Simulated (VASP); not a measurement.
# La (I4_1/amd) in VASP: relaxation of cell and atoms with PBE

Aim: the relaxation of cell and atoms of La with PBE.

All numbers are computed with VASP 6.6.1; they aren't measurements. Logs are shortened: lines on timing, memory, paths and dates and some standing lists are left out, and cuts for length are marked.

## Step 1: The cell of the first run

Symmetry: I4_1/amd, No. 141, tetragonal system. Conventional cell: a = 5.783 Å, b = 5.783 Å, c = 3.530 Å, α = 90.00°, β = 90.00°, γ = 90.00°. La (site symmetry -4m2) has 10 La at 3.02 to 3.92 Å within 4.0 Å.

## Step 2: Relaxation of cell and atoms, PBE, target pressure 7 GPa, at which the enthalpy is minimised

INCAR reads:

```
SYSTEM = La
PREC = Accurate
ENCUT = 600
EDIFF = 1E-6
ISMEAR = -1
SIGMA = 0.1
LREAL = .False.
LASPH = .True.
NELM = 80
ALGO = Normal
ISIF = 3
LWAVE = .False.
LCHARG = .False.
GGA = PE
IBRION = 2
NSW = 32
EDIFFG = -0.005
PSTRESS = 70.0
```

KPOINTS reads:

```
regular mesh
0
Gamma
  13 13 13
  0 0 0
```

POSCAR reads:

```
La
1.0
   -2.8916570926      2.8916570926      1.7649251733
    2.8916570926     -2.8916570926      1.7649251733
    2.8916570926      2.8916570926     -1.7649251733
La
2
Direct
   -0.3750000000     -0.1250000000     -0.2500000000
    0.3750000000      0.1250000000      0.2500000000
```

Potentials or basis: VASP PAW PBE potentials, release 64 (La).

Command:

```
cat potpaw_PBE.64/La/POTCAR > POTCAR
mpirun -np 1 vasp_std > vasp.out
```

OUTCAR:

```text
SYSTEM = La
   PREC = Accurate
   ENCUT = 600
   EDIFF = 1E-6
   ISMEAR = -1
   LREAL = .False.
   LASPH = .True.
   NELM = 80
   ISIF = 3
   GGA = PE
   IBRION = 2
   NSW = 32
   EDIFFG = -0.005
   PSTRESS = 70.0

 ion  position               nearest neighbor table
   1  0.625  0.875  0.750-   2 3.02   2 3.02   2 3.02   2 3.02
   2  0.375  0.125  0.250-   1 3.02   1 3.02   1 3.02   1 3.02

  LATTYP: Found a body centered tetragonal cell.
 ALAT       =     5.7833141852
 C/A-ratio  =     0.6103507839

  Lattice vectors:

 A1 = (  -2.8916570926,   2.8916570926,   1.7649251733)
 A2 = (   2.8916570926,  -2.8916570926,   1.7649251733)
 A3 = (   2.8916570926,   2.8916570926,  -1.7649251733)

Analysis of symmetry for initial positions (statically):
=====================================================================
 Subroutine PRICEL returns:
 Original cell was already a primitive cell.

 Routine SETGRP: Setting up the symmetry group for a
 body centered tetragonal supercell.

 Subroutine GETGRP returns: Found 16 space group operations
 (whereof  4 operations were pure point group operations)
 out of a pool of 16 trial point group operations.

The static configuration has the point symmetry C_2h.
 The point group associated with its full space group is D_4h.

Analysis of symmetry for dynamics (positions and initial velocities):
=====================================================================
 Subroutine PRICEL returns:
 Original cell was already a primitive cell.

 Routine SETGRP: Setting up the symmetry group for a
 body centered tetragonal supercell.

 Subroutine GETGRP returns: Found 16 space group operations
 (whereof  4 operations were pure point group operations)
 out of a pool of 16 trial point group operations.

The dynamic configuration has the point symmetry C_2h.
 The point group associated with its full space group is D_4h.

 Subroutine INISYM returns: Found 16 space group operations
 (whereof  4 operations are pure point group operations),
 and found     1 'primitive' translations

----------------------------------------------------------------------------------------

                                     Primitive cell

  volume of cell :      59.0310

  direct lattice vectors                    reciprocal lattice vectors
    -2.891657093  2.891657093  1.764925173     0.000000000  0.172911235  0.283298129
     2.891657093 -2.891657093  1.764925173     0.172911235  0.000000000  0.283298129
     2.891657093  2.891657093 -1.764925173     0.172911235  0.172911235  0.000000000

  length of vectors
     4.454023164  4.454023164  4.454023164     0.331897763  0.331897763  0.244533414

  position of ions in fractional coordinates (direct lattice)
     0.625000000  0.875000000  0.750000000
     0.375000000  0.125000000  0.250000000

  ion indices of the primitive-cell ions
   primitive index   ion index
                 1           1
                 2           2

----------------------------------------------------------------------------------------

 KPOINTS: regular mesh

Automatic generation of k-mesh.
 Grid dimensions read from file:
 generate k-points for:   13   13   13

 Generating k-lattice:

  Cartesian coordinates                     Fractional coordinates (reciprocal lattice)
     0.000000000  0.013300864  0.021792164     0.076923077 -0.000000000  0.000000000
     0.013300864  0.000000000  0.021792164    -0.000000000  0.076923077  0.000000000
     0.013300864  0.013300864  0.000000000     0.000000000  0.000000000  0.076923077

  Length of vectors
     0.025530597  0.025530597  0.018810263

  Shift w.r.t. Gamma in fractional coordinates (k-lattice)
     0.000000000  0.000000000  0.000000000
[... 65 lines left out ...]
   EFERMI =   0.00;   METHOD = LEGACY
   ISMEAR =    -1;   SIGMA  =   0.10  broadening in eV -4-tet -1-fermi 0-gaus
   EFERMI_NEDOS =   21; number of points for ismear=-14 and -15
   IALGO  =     38    algorithm
   IMIX   =      4    mixing-type and parameters
     AMIX     =   0.40;   BMIX     =  1.00
     AMIX_MAG =   1.60;   BMIX_MAG =  1.00
  volume/ion in A,a.u.               =      29.52       199.18
  Fermi-wavevector in a.u.,A,eV,Ry     =   1.178119  2.226322 18.884397  1.387964
  Thomas-Fermi vector in A             =   2.314453
   LORBIT       =      0    0 simple, 1 ext, 2 COOP (PROOUT), +10 PAW based schemes
   GGA     = PE    functional components
   LHFCALC =     F    Hartree Fock is set to
   AEXX    =    0.0000 exact exchange contribution
   IVDW    =     0    specifies the selected vdW correction
   LEPSILON=     F    determine dielectric tensor
   LRPA    =     F    only Hartree local field effects (RPA)
 conjugate gradient relaxation of ions
 non-spin polarized calculation
  energy-cutoff  :      600.00
  volume of cell :       59.03
 maximum number of plane-waves:      2003
   NGX = 17   NGY = 17   NGZ = 17

--------------------------------------- Ionic step        1  -------------------------------------------

 number of electron      21.9999998 magnetization

 Free energy of the ion-electron system (eV)
  ---------------------------------------------------
  ext. energy  EPLUGINS =         0.00000000
  ---------------------------------------------------
  free energy    TOTEN  =        -9.05320786 eV

  energy without entropy =       -8.96447901  energy(sigma->0) =       -9.00884344

------------------------ aborting loop because EDIFF is reached ----------------------------------------

  FORCE on cell =-STRESS in cart. coord.  units (eV):
  Direction    XX          YY          ZZ          XY          YZ          ZX
  --------------------------------------------------------------------------------------
  -------------------------------------------------------------------------------------
  Total        2.5733861      2.5733861      2.6005761     -0.0000000     -0.0000000      0.0000000
  in kB       69.8450555     69.8450555     70.5830261     -0.0000000     -0.0000000      0.0000000
  external PRESSURE =       0.0910457 kB  Pullay stress =      70.0000000 kB

 VOLUME and BASIS-vectors are now :
 -----------------------------------------------------------------------------
  energy-cutoff  :      600.00
  volume of cell :       59.03
      direct lattice vectors                 reciprocal lattice vectors
    -2.891657093  2.891657093  1.764925173     0.000000000  0.172911235  0.283298129
     2.891657093 -2.891657093  1.764925173     0.172911235  0.000000000  0.283298129
     2.891657093  2.891657093 -1.764925173     0.172911235  0.172911235  0.000000000

 POSITION                                       TOTAL-FORCE (eV/Angst)
 -----------------------------------------------------------------------------------
      2.89166      1.44583      1.32369         0.000000      0.000000     -0.000000
     -0.00000      1.44583      0.44123        -0.000000     -0.000000      0.000000
 -----------------------------------------------------------------------------------
    total drift:                               -0.000000     -0.000000      0.000000

  FREE ENERGIE OF THE ION-ELECTRON SYSTEM (eV)
  ---------------------------------------------------
  free  energy   TOTEN  =        -9.0532078597 eV

  energy  without entropy=       -8.9644790139  energy(sigma->0) =       -9.00884344

  enthalpy is  TOTEN    =        -6.4741129272 eV   P V=        2.5790949325

--------------------------------------- Ionic step        2  -------------------------------------------

 number of electron      21.9999998 magnetization

 Free energy of the ion-electron system (eV)
  ---------------------------------------------------
  ext. energy  EPLUGINS =         0.00000000
  ---------------------------------------------------
  free energy    TOTEN  =        -9.05384256 eV

  energy without entropy =       -8.96516645  energy(sigma->0) =       -9.00950450

 E-fermi :  10.1217     XC(G=0): -10.4998

 val. band max:       10.1215964709   @ k =   0.4615   0.3846   0.0769
 cond. band min:      10.1290675914   @ k =  -0.3077  -0.4615   0.1538
 fundamental gap:      0.0074711205
 Fermi energy:        10.1217094261

 k-point     1 :       0.0000    0.0000    0.0000
  band No.  band energies     occupation
      1     -22.9092      2.00000
      2     -21.6736      2.00000
      3      -7.5525      2.00000
      4      -7.5525      2.00000
      5      -5.4324      2.00000
      6      -5.3536      2.00000
      7      -4.7321      2.00000
      8      -4.7321      2.00000
      9       7.0394      2.00000
     10       7.4914      2.00000
     11       9.5506      1.99340
     12       9.8432      1.88374
     13      10.8333      0.00162
     14      11.3927      0.00001
[... 401 lines left out ...]
      2     -21.9634      2.00000
      3      -7.6150      2.00000
      4      -7.1215      2.00000
      5      -6.7709      2.00000
      6      -5.8871      2.00000
      7      -5.4382      2.00000
      8      -4.7325      2.00000
      9       8.1905      2.00000
     10       8.8203      2.00000
     11       9.6254      1.98611
     12      10.9008      0.00083
     13      11.4529      0.00000
     14      11.6617      0.00000
     15      11.8539      0.00000

 [... further k-points ...]

------------------------ aborting loop because EDIFF is reached ----------------------------------------

  FORCE on cell =-STRESS in cart. coord.  units (eV):
  Direction    XX          YY          ZZ          XY          YZ          ZX
  --------------------------------------------------------------------------------------
  -------------------------------------------------------------------------------------
  Total        2.5721568      2.5721568      2.5872093     -0.0000000     -0.0000000      0.0000000
  in kB       69.7947552     69.7947552     70.2032008     -0.0000000     -0.0000000      0.0000000
  external PRESSURE =      -0.0690963 kB  Pullay stress =      70.0000000 kB

 VOLUME and BASIS-vectors are now :
 -----------------------------------------------------------------------------
  energy-cutoff  :      600.00
  volume of cell :       59.05
      direct lattice vectors                 reciprocal lattice vectors
    -2.891258900  2.891258900  1.765839676     0.000000000  0.172935049  0.283151413
     2.891258900 -2.891258900  1.765839676     0.172935049  0.000000000  0.283151413
     2.891258900  2.891258900 -1.765839676     0.172935049  0.172935049  0.000000000

 POSITION                                       TOTAL-FORCE (eV/Angst)
 -----------------------------------------------------------------------------------
      2.89126      1.44563      1.32438         0.000000     -0.000000      0.000000
      0.00000      1.44563      0.44146        -0.000000      0.000000     -0.000000
 -----------------------------------------------------------------------------------
    total drift:                               -0.000000     -0.000000      0.000000

  FREE ENERGIE OF THE ION-ELECTRON SYSTEM (eV)
  ---------------------------------------------------
  free  energy   TOTEN  =        -9.0538425587 eV

  energy  without entropy=       -8.9651664490  energy(sigma->0) =       -9.00950450

  enthalpy is  TOTEN    =        -6.4741218818 eV   P V=        2.5797206769

 reached required accuracy - stopping structural energy minimisation
```

Wall time 2.2 min (1 thread of Intel Xeon 6975P-C (Granite Rapids), shared host); peak memory 0.38 GiB.

Results:

```yaml
Free_energy: -9.0538 eV
Relaxed_volume: 29.52 Å³/atom
Relaxed_cell: a = 4.454 Å, b = 4.454 Å, c = 4.454 Å, α = 99.04°, β = 99.04°, γ = 133.28°
Space_group_after_relaxing_to_0.1_Å: I4_1/amd (No. 141)
Energy_change_on_relaxing_the_run_minimises_the_enthalpy: -0.3 meV/atom
Ionic_steps: 2
Pressure_after_relaxing: 7.0 GPa
Band_gap_on_the_k_mesh: zero (bands 11 and 12 overlap by 1.55 eV)
```

The path:
```tsv
step	energy change (eV)	largest force (eV/Å)	pressure (GPa)	volume (Å³)
1	0.0000	0.0000	7.01	59.03
2	-0.0006	0.0000	6.99	59.05
```

Final structure:
```yaml
crystal:
  lattice:
    - [-2.89126, 2.89126, 1.76584]
    - [2.89126, -2.89126, 1.76584]
    - [2.89126, 2.89126, -1.76584]
  atoms:
    - { symbol: La, position: [0.62500, 0.87500, 0.75000] }
    - { symbol: La, position: [0.37500, 0.12500, 0.25000] }
```

Levels at points of the mesh, in eV from the Fermi level:
```csv
k point,band 7,band 8,band 9,band 10,band 11,band 12,band 13,band 14,band 15
"(0.00, 0.00, 0.00)",-14.85,-14.85,-3.08,-2.63,-0.57,-0.28,0.71,1.27,1.28
```

Caveat: the cell is relaxed towards a set pressure, so the run minimises the enthalpy, not the energy; spin-orbit coupling is left out, which moves the levels of the heavy elements.
